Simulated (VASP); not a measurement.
# MgO (P1) in VASP: single point with PBEsol

Aim: the single point of MgO with PBEsol.

Everything below comes from runs of VASP 6.6.1. Logs are shortened: lines on timing, memory, paths and dates and some standing lists are left out, and cuts for length are marked.

## (1) The cell of the first run

The typed cell holds 8 atoms: a = 4.242 Å, b = 4.354 Å, c = 4.342 Å, α = 94.43°, β = 88.61°, γ = 93.31°.

## (2) Single point, PBEsol (atoms moved at random and the cell strained at random)

File INCAR:

```
PREC = Accurate
ENCUT = 520
EDIFF = 1E-6
ISMEAR = 0
SIGMA = 0.05
LREAL = F
LASPH = T
NELM = 80
ALGO = Normal
ISIF = 2
LWAVE = F
LCHARG = F
GGA = PS
NBANDS = 26
```

File KPOINTS:

```
regular mesh
0
Gamma
  6 6 6
```

File POSCAR:

```
MgO
1.0
    4.2400261498      0.1230923425     -0.0495345033
   -0.1230923425     -4.3488065764      0.1675360144
    0.0495345033      0.1675360144     -4.3381344550
Mg O
4 4
Direct
   -0.0004850065      0.4942042346      0.5060989300
    0.4948344062     -0.0026204142      0.4921733186
    0.5099794505      0.5078686483     -0.0024307289
   -0.0049748012      0.0062137141     -0.0104764491
    0.5019828638     -0.0074034808      0.0070694577
   -0.0009489344      0.5040248226     -0.0040463254
   -0.0069941091     -0.0088503291      0.5071295116
    0.5066061307      0.5065628044      0.5044822853
```

Potentials or basis: VASP PAW PBE potentials, release 64 (Mg, O).

Started as:

```
$ cat potpaw_PBE.64/Mg/POTCAR potpaw_PBE.64/O/POTCAR > POTCAR
$ mpirun -np 1 vasp_std > vasp.out
```

OUTCAR:

```text
PREC = Accurate
   ENCUT = 520
   EDIFF = 1E-6
   ISMEAR = 0
   LREAL = F
   LASPH = T
   NELM = 80
   ISIF = 2
   GGA = PS

 ion  position               nearest neighbor table
   1  1.000  0.494  0.506-   8 2.09   6 2.12   8 2.15   7 2.17   7 2.19   6 2.22   3 2.94   4 2.94
                             2 2.95   2 2.95   4 2.97   3 3.06   3 3.07   3 3.07   2 3.10   4 3.10
   2  0.495  0.997  0.492-   5 2.10   7 2.12   7 2.13   8 2.15   8 2.21   5 2.24   3 2.91   1 2.95
                             1 2.95   4 2.99   3 3.00   4 3.01   4 3.06   4 3.08   1 3.10   1 3.16
   3  0.510  0.508  0.998-   6 2.08   5 2.11   8 2.14   6 2.17   8 2.20   5 2.25   4 2.90   2 2.91
                             1 2.94   4 3.00   2 3.00   1 3.06   1 3.07   1 3.07   4 3.08   4 3.17
   4  0.995  0.006  0.990-   5 2.09   7 2.09   5 2.16   6 2.16   6 2.19   7 2.25   3 2.90   1 2.94
                             1 2.97   2 2.99   3 3.00   2 3.01   2 3.06   2 3.08   3 3.08   1 3.10
   5  0.502  0.993  0.007-   4 2.09   2 2.10   3 2.11   4 2.16   2 2.24   3 2.25
   6  0.999  0.504  0.996-   3 2.08   1 2.12   4 2.16   3 2.17   4 2.19   1 2.22
   7  0.993  0.991  0.507-   4 2.09   2 2.12   2 2.13   1 2.17   1 2.19   4 2.25
   8  0.507  0.507  0.504-   1 2.09   3 2.14   2 2.15   1 2.15   3 2.20   2 2.21

  LATTYP: Found a triclinic cell.
 ALAT       =     4.3416508995
 B/A-ratio  =     1.3810850636
 C/A-ratio  =     1.6551178651
 COS(alpha) =     0.0106421271
 COS(beta)  =     0.5716233545
 COS(gamma) =     0.7069542701

  Lattice vectors:

 A1 = (  -0.0495345033,  -0.1675360144,   4.3381344550)
 A2 = (   4.1904916465,  -0.0444436719,   4.2885999517)
 A3 = (  -4.1664683106,   4.0581782195,   4.2201329439)

Analysis of symmetry for initial positions (statically):
=====================================================================
 Subroutine PRICEL returns:
 Original cell was already a primitive cell.

 Routine SETGRP: Setting up the symmetry group for a
 triclinic supercell.

 Subroutine GETGRP returns: Found  1 space group operations
 (whereof  1 operations were pure point group operations)
 out of a pool of  2 trial point group operations.

The static configuration has the point symmetry C_1 .

Analysis of symmetry for dynamics (positions and initial velocities):
=====================================================================
 Subroutine PRICEL returns:
 Original cell was already a primitive cell.

 Routine SETGRP: Setting up the symmetry group for a
 triclinic supercell.

 Subroutine GETGRP returns: Found  1 space group operations
 (whereof  1 operations were pure point group operations)
 out of a pool of  2 trial point group operations.

The dynamic configuration has the point symmetry C_1 .

[... 120 lines left out ...]
   PSTRESS=    0.0 pullay stress
   NELECT =      32.0000    total number of electrons
   NUPDOWN=      -1.0000    fix difference up-down
   EMIN   =  10.00;   EMAX   =-10.00  energy-range for DOS
   EFERMI =   0.00;   METHOD = LEGACY
   ISMEAR =     0;   SIGMA  =   0.05  broadening in eV -4-tet -1-fermi 0-gaus
   EFERMI_NEDOS =   21; number of points for ismear=-14 and -15
   IALGO  =     38    algorithm
   IMIX   =      4    mixing-type and parameters
     AMIX     =   0.40;   BMIX     =  1.00
     AMIX_MAG =   1.60;   BMIX_MAG =  1.00
  volume/ion in A,a.u.               =       9.97        67.31
  Fermi-wavevector in a.u.,A,eV,Ry     =   1.207243  2.281358 19.829612  1.457435
  Thomas-Fermi vector in A             =   2.342886
   LORBIT       =      0    0 simple, 1 ext, 2 COOP (PROOUT), +10 PAW based schemes
   GGA     = PS    functional components
   LHFCALC =     F    Hartree Fock is set to
   AEXX    =    0.0000 exact exchange contribution
   IVDW    =     0    specifies the selected vdW correction
   LEPSILON=     F    determine dielectric tensor
   LRPA    =     F    only Hartree local field effects (RPA)
 non-spin polarized calculation
 Gauss-broadening in eV      SIGMA  =   0.05
  energy-cutoff  :      520.00
  volume of cell :       79.80
 maximum number of plane-waves:      2164
   NGX = 15   NGY = 17   NGZ = 17

 number of electron      32.0000015 magnetization

 Free energy of the ion-electron system (eV)
  ---------------------------------------------------
  ext. energy  EPLUGINS =         0.00000000
  ---------------------------------------------------
  free energy    TOTEN  =       -49.47334653 eV

  energy without entropy =      -49.47334653  energy(sigma->0) =      -49.47334653

 E-fermi :   3.2385     XC(G=0): -10.9974

 val. band max:        2.9372546246   @ k =   0.0000   0.0000   0.0000
 cond. band min:       6.5071010371   @ k =   0.0000   0.0000   0.0000
 fundamental gap:      3.5698464124
 Fermi energy:         3.2385287311

 k-point     1 :       0.0000    0.0000    0.0000
  band No.  band energies     occupation
      1     -14.2690      2.00000
      2     -12.8744      2.00000
      3     -12.8666      2.00000
      4     -12.8255      2.00000
      5      -1.2842      2.00000
      6      -1.2789      2.00000
[... 685 lines left out ...]
     25      14.3800      0.00000
     26      14.5545      0.00000

 [... further k-points ...]

------------------------ aborting loop because EDIFF is reached ----------------------------------------

  FORCE on cell =-STRESS in cart. coord.  units (eV):
  Direction    XX          YY          ZZ          XY          YZ          ZX
  --------------------------------------------------------------------------------------
  -------------------------------------------------------------------------------------
  Total       -3.5724465     -4.7378012     -4.5942869     -4.0843475      5.0871029      2.1478253
  in kB      -71.7275187    -95.1254900    -92.2440124    -82.0054579    102.1387630     43.1239983
  external PRESSURE =     -86.3656737 kB  Pullay stress =       0.0000000 kB

 VOLUME and BASIS-vectors are now :
 -----------------------------------------------------------------------------
  energy-cutoff  :      520.00
  volume of cell :       79.80
      direct lattice vectors                 reciprocal lattice vectors
     4.240026150  0.123092342 -0.049534503     0.236067371 -0.006587811  0.002441092
    -0.123092342 -4.348806576  0.167536014     0.006587811 -0.230474612 -0.008825562
     0.049534503  0.167536014 -4.338134455    -0.002441092 -0.008825562 -0.230882544

 POSITION                                       TOTAL-FORCE (eV/Angst)
 -----------------------------------------------------------------------------------
      4.20221     -1.94138     -2.16224         0.105194     -0.186699      0.207263
      1.99972     -4.19404     -1.99253         0.077919      0.000682     -0.211197
      2.14923     -1.97872     -4.26776        -0.356001      0.157524     -0.113720
      4.26718      0.26124     -4.34093         0.201444      0.186976     -0.308653
      2.00659     -4.25364      0.11076        -0.183776     -0.433175      0.171245
      4.22330     -1.90207     -4.28563         0.195902      0.267257     -0.173649
      4.11349     -4.10312     -2.08313         0.307593     -0.424035      0.259414
      2.11066     -2.05607     -2.12874        -0.348275      0.431469      0.169297
 -----------------------------------------------------------------------------------
    total drift:                                0.000104     -0.000609      0.000175

  FREE ENERGIE OF THE ION-ELECTRON SYSTEM (eV)
  ---------------------------------------------------
  free  energy   TOTEN  =       -49.4733465291 eV

  energy  without entropy=      -49.4733465291  energy(sigma->0) =      -49.47334653
```

OSZICAR:

```text
N       E                     dE             d eps       ncg     rms          rms(c)
DAV:   1     0.136281000259E+03    0.13628E+03   -0.15717E+04  6056   0.112E+03
DAV:   2    -0.457049465148E+02   -0.18199E+03   -0.17292E+03  7714   0.239E+02
DAV:   3    -0.550464178987E+02   -0.93415E+01   -0.92957E+01  7548   0.541E+01
DAV:   4    -0.550992090722E+02   -0.52791E-01   -0.52763E-01  6546   0.469E+00
DAV:   5    -0.550994577863E+02   -0.24871E-03   -0.24869E-03  6902   0.325E-01    0.133E+01
DAV:   6    -0.496450295465E+02    0.54544E+01   -0.18049E+01  6304   0.256E+01    0.460E+00
DAV:   7    -0.495390683591E+02    0.10596E+00   -0.31379E-01  5966   0.398E+00    0.270E+00
DAV:   8    -0.494767360431E+02    0.62332E-01   -0.13855E-01  6640   0.339E+00    0.572E-01
DAV:   9    -0.494732608624E+02    0.34752E-02   -0.72485E-03  7064   0.615E-01    0.171E-01
DAV:  10    -0.494733661904E+02   -0.10533E-03   -0.14126E-03  6716   0.232E-01    0.495E-02
DAV:  11    -0.494733467556E+02    0.19435E-04   -0.91457E-05  6434   0.674E-02    0.110E-02
DAV:  12    -0.494733465291E+02    0.22656E-06   -0.37061E-06  6652   0.147E-02
   1 F= -.49473347E+02 E0= -.49473347E+02  d E =-.222975E-19
```

stdout:

```text
POSCAR found type information on POSCAR MgO
 POSCAR found :  2 types and       8 ions
 scaLAPACK will be used
 -----------------------------------------------------------------------------
|                                                                             |
|                                                                             |
|     You enforced a specific xc type in the INCAR file but a different       |
|     I HOPE YOU KNOW WHAT YOU ARE DOING!                                     |
|                                                                             |
 -----------------------------------------------------------------------------

 LDA part: xc-table for (Slater+PW92), standard interpolation
 POSCAR, INCAR and KPOINTS ok, starting setup
 FFT: planning ... GRIDC
 FFT: planning ... GRID_SOFT
 FFT: planning ... GRID
 WAVECAR not read
 entering main loop
```

It took 76 s on 1 thread of Intel Xeon 6975P-C (Granite Rapids), shared host; peak memory 0.3 GiB.

What came out:

- Free energy: -49.4733 eV
- Pressure: -8.6 GPa
- Largest force: 0.585 eV/Å
- Band gap on the k mesh: 3.57 eV

Forces in eV/Å, atoms in the order of the input:
```
Mg   0.105 -0.187  0.207
Mg   0.078  0.001 -0.211
Mg  -0.356  0.158 -0.114
Mg   0.201  0.187 -0.309
O   -0.184 -0.433  0.171
O    0.196  0.267 -0.174
O    0.308 -0.424  0.259
O   -0.348  0.431  0.169
```

Levels at points of the mesh, in eV from the valence-band top:
```csv
k point,band 13,band 14,band 15,band 16,band 17,band 18,band 19,band 20
"(0.00, 0.00, 0.00)",-1.21,-0.72,-0.24,0.00,3.57,7.68,8.03,8.43
"(0.50, 0.00, 0.00)",-1.42,-1.33,-0.70,-0.63,6.79,6.89,9.97,10.04
"(0.00, 0.50, 0.00)",-1.18,-1.05,-0.91,-0.81,6.73,7.01,9.57,10.13
"(0.50, 0.50, 0.00)",-1.12,-1.11,-0.66,-0.64,7.86,8.12,8.45,8.73
"(0.00, 0.00, 0.50)",-1.30,-1.25,-0.72,-0.68,6.81,6.84,9.94,10.01
"(0.50, 0.00, 0.50)",-1.02,-0.97,-0.80,-0.79,8.01,8.16,8.35,8.54
"(0.00, 0.50, 0.50)",-1.22,-1.18,-0.62,-0.61,7.90,8.02,8.50,8.65
"(0.50, 0.50, 0.50)",-0.74,-0.69,-0.66,-0.50,6.59,6.73,6.93,7.50
```

Caveat: the cell differs from its parent crystal (atoms moved at random and the cell strained at random); the cell stands under tension; the PAW data sets were made with another functional, which shifts forces and pressure a little.
